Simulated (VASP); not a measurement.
# GaN (P6_3mc) in VASP: further runs, part 2 of 2

VASP 6.6.1.

## (3) Phonons, r2SCAN

This run uses another cell than the first one, of 11.15 Å³/atom.

File INCAR:

```
SYSTEM = GaN
PREC = Accurate
ENCUT = 520
EDIFF = 1E-8
ISMEAR = 0
SIGMA = 0.01
LREAL = .False.
LASPH = .True.
NELM = 60
ALGO = Normal
ISIF = 2
LWAVE = .False.
LCHARG = .False.
METAGGA = R2SCAN
LMIXTAU = .True.
IBRION = 6
NFREE = 2
POTIM = 0.015
NSW = 1
```

File KPOINTS:

```
Automatic mesh
0
Gamma
  8 8 4
  0 0 0
```

File POSCAR:

```
GaN
1.0
    3.1623546985      0.0000000000      0.0000000000
   -1.5811773493      2.7386795047      0.0000000000
    0.0000000000      0.0000000000      5.1498429716
Ga N
2 2
Direct
    0.3333333333      0.6666666667     -0.0008663485
    0.6666666667      0.3333333333      0.4991336515
    0.3333333333      0.6666666667      0.3758663485
    0.6666666667      0.3333333333      0.8758663485
```

Potentials or basis: VASP PAW PBE potentials, release 64 (Ga_d, N).

The run is started by

```
> cat potpaw_PBE.64/Ga_d/POTCAR potpaw_PBE.64/N/POTCAR > POTCAR
> mpirun -np 1 vasp_std > vasp.out
```

OUTCAR:

```text
SYSTEM = GaN
   PREC = Accurate
   ENCUT = 520
   EDIFF = 1E-8
   ISMEAR = 0
   LREAL = .False.
   LASPH = .True.
   NELM = 60
   ISIF = 2
   METAGGA = R2SCAN
   IBRION = 6
   NFREE = 2
   POTIM = 0.015
   NSW = 1

 ion  position               nearest neighbor table
   1  0.333  0.667  0.999-   4 1.93   4 1.93   4 1.93   3 1.94
   2  0.667  0.333  0.499-   3 1.93   3 1.93   3 1.93   4 1.94
   3  0.333  0.667  0.376-   2 1.93   2 1.93   2 1.93   1 1.94
   4  0.667  0.333  0.876-   1 1.93   1 1.93   1 1.93   2 1.94

  LATTYP: Found a hexagonal cell.
 ALAT       =     3.1623546985
 C/A-ratio  =     1.6284836657

  Lattice vectors:

 A1 = (   3.1623546985,   0.0000000000,   0.0000000000)
 A2 = (  -1.5811773493,   2.7386795047,   0.0000000000)
 A3 = (   0.0000000000,   0.0000000000,   5.1498429716)

Analysis of symmetry for initial positions (statically):
=====================================================================
 Subroutine PRICEL returns:
 Original cell was already a primitive cell.

 Routine SETGRP: Setting up the symmetry group for a
 hexagonal supercell.

 Subroutine GETGRP returns: Found 12 space group operations
 (whereof  6 operations were pure point group operations)
 out of a pool of 24 trial point group operations.

The static configuration has the point symmetry C_3v.
 The point group associated with its full space group is C_6v.

Analysis of symmetry for dynamics (positions and initial velocities):
=====================================================================
 Subroutine PRICEL returns:
[... 477 lines left out ...]

 E-fermi :   5.4428     XC(G=0): -12.7802

 val. band max:        5.3261579101   @ k =   0.0000   0.0000   0.0000
 cond. band min:       7.7957237882   @ k =   0.0000   0.0000   0.0000
 fundamental gap:      2.4695658781
 Fermi energy:         5.4428155001

 k-point     1 :       0.0000    0.0000    0.0000
  band No.  band energies     occupation
      1     -11.6669      2.00000
      2     -10.5961      2.00000
      3      -8.5306      2.00000
      4      -8.5092      2.00000
      5      -8.5092      2.00000
      6      -8.4337      2.00000
[... 589 lines left out ...]
     21      13.8927      0.00000
     22      14.0093      0.00000

 [... further k-points ...]

------------------------ aborting loop because EDIFF is reached ----------------------------------------

  FORCE on cell =-STRESS in cart. coord.  units (eV):
  Direction    XX          YY          ZZ          XY          YZ          ZX
  --------------------------------------------------------------------------------------
  -------------------------------------------------------------------------------------
  Total        1.3690887      1.3690887      1.5935530     -0.0000000     -0.0000000      0.0000000
  in kB       49.1808903     49.1808903     57.2441785     -0.0000000     -0.0000000      0.0000000
  external PRESSURE =      51.8686530 kB  Pullay stress =       0.0000000 kB
[... 19 lines left out ...]
  FREE ENERGIE OF THE ION-ELECTRON SYSTEM (eV)
  ---------------------------------------------------
  free  energy   TOTEN  =       -43.8003247716 eV

  energy  without entropy=      -43.8003247716  energy(sigma->0) =      -43.80032477

 INTERNAL STRAIN TENSORS FROM DISPLACED ATOMS
 ============================================

 INTERNAL STRAIN TENSOR FOR ION    1 for displacements in x,y,z  (eV/Angst):
          X           Y           Z          XY          YZ          ZX
  --------------------------------------------------------------------------------
  x     0.00000    -0.00000     0.00000    -9.33346     0.00000    -6.52765
  y    -9.33346     9.33346     0.00000    -0.00000    -6.52760     0.00000
  z    -6.29526    -6.29526    12.04588     0.00000     0.00000    -0.00000

 INTERNAL STRAIN TENSOR FOR ION    4 for displacements in x,y,z  (eV/Angst):
          X           Y           Z          XY          YZ          ZX
  --------------------------------------------------------------------------------
  x    -0.00000     0.00000     0.00000    10.89719    -0.00000     6.37002
  y    10.89719   -10.89719     0.00000     0.00000     6.36998    -0.00000
  z     6.16652     6.16652   -11.84792    -0.00000    -0.00000    -0.00000

 Eigenvectors and eigenvalues of the dynamical matrix
 ----------------------------------------------------

   1 f  =   21.517439 THz   135.198055 2PiTHz  717.744498 cm-1    88.988936 meV
             X         Y         Z           dx          dy          dz
     -0.000000  1.825786  5.145381    -0.000000   -0.000000    0.041486
      1.581177  0.912893  2.570460    -0.000000   -0.000000   -0.041486
     -0.000000  1.825786  1.935653    -0.000000   -0.000000   -0.705889
      1.581177  0.912893  4.510574     0.000000    0.000000    0.705889
[... 71 lines left out ...]
  12 f/i=    0.092311 THz     0.580005 2PiTHz    3.079150 cm-1     0.381766 meV
             X         Y         Z           dx          dy          dz
     -0.000000  1.825786  5.145381    -0.000000    0.000000    0.646883
      1.581177  0.912893  2.570460    -0.000000    0.000000    0.646883
     -0.000000  1.825786  1.935653    -0.000000    0.000000    0.285556
      1.581177  0.912893  4.510574    -0.000000    0.000000    0.285556

 ELASTIC MODULI CONTR FROM IONIC RELAXATION (kBar)
 Direction    XX          YY          ZZ          XY          YZ          ZX
 --------------------------------------------------------------------------------
 XX        -769.0798    337.5883    413.6702      0.0000      0.0000      0.0000
 YY         337.5883   -769.0798    413.6702      0.0000     -0.0000     -0.0000
 ZZ         413.6702    413.6702   -793.1700     -0.0000     -0.0000     -0.0000
 XY           0.0000      0.0000     -0.0000   -553.3341      0.0000      0.0000
 YZ           0.0000     -0.0000     -0.0000      0.0000   -211.1746      0.0000
 ZX          -0.0000      0.0000     -0.0000      0.0000      0.0000   -211.1778
 --------------------------------------------------------------------------------
```

Run time: 12 min. Hardware: 1 thread of Intel Xeon 6975P-C (Granite Rapids), shared host; peak memory 0.31 GiB.

Results:

| Quantity | Value |
| --- | --- |
| Highest phonon frequency at Γ, LO-TO splitting left out | 718 cm⁻¹ |

Phonon frequencies in cm⁻¹ (negative: imaginary):
```tsv
q point	frequencies
(0.000, 0.000, 0.000)	-3 -1 -1 138 138 340 552 575 575 587 587 718
```

Caveat: the cell stands under pressure or tension, which shifts response properties; the PAW data sets were made with another functional, which shifts forces and pressure a little.
